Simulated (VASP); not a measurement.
Input of a VASP 6.6.1 run:

Contents of POSCAR:

```
HfS2
1.0
    3.7392048372      0.0000000000      0.0000000000
   -1.8696024186      3.2382463790      0.0000000000
    0.0000000000      0.0000000000      5.7901827784
Hf S
1 2
Direct
    0.0000000000      0.0000000000      0.0000000000
    0.3333333333      0.6666666667      0.2397385716
    0.6666666667      0.3333333333      0.7602614284
```

The input INCAR.step1:

```
ALGO = Normal
EDIFF = 1E-5
ENCUT = 550
GGA = PE
GGA_COMPAT = False
ISMEAR = 0
LASPH = True
LCHARG = False
LREAL = False
LWAVE = True
NBANDS = 18
NELM = 120
PREC = Accurate
SIGMA = 0.01
```

The input INCAR.step2:

```
ALGO = Normal
EDIFF = 1E-6
ENCUT = 550
GGA_COMPAT = False
ISIF = 2
ISMEAR = 0
ISTART = 1
LASPH = True
LCHARG = True
LELF = True
LMIXTAU = True
LREAL = False
LVHAR = True
LWAVE = False
METAGGA = R2SCAN
NBANDS = 18
NELM = 120
PREC = Accurate
SIGMA = 0.01
```

File KPOINTS:

```
k-points
0
Gamma
  12 12 4
```

Potentials or basis: VASP PAW PBE potentials, release 64 (Hf_pv, S).

Command:

```console
$ cat potpaw_PBE.64/Hf_pv/POTCAR potpaw_PBE.64/S/POTCAR > POTCAR
$ cp INCAR.step1 INCAR
$ mpirun -np 1 vasp_std > vasp.out
$ cp INCAR.step2 INCAR
$ mpirun -np 1 vasp_std > vasp.out
```

Question: Predict the band gap on the k mesh.

Answer: 1.50 eV, indirect (least direct gap 2.06 eV).

Question: Predict the largest force.

Answer: 0.118 eV/Å.

Stress tensor (GPa, compression positive):
```
-4.66  0.00  0.00
 0.00 -4.66  0.00
 0.00  0.00  0.39
```

Caveat: the cell differs from its parent crystal (epitaxial xy strain +3.0%); the PAW data sets were made with another functional, which shifts forces and pressure a little; spin-orbit coupling is left out, which moves the levels of the heavy elements. A k mesh can miss the band edges.
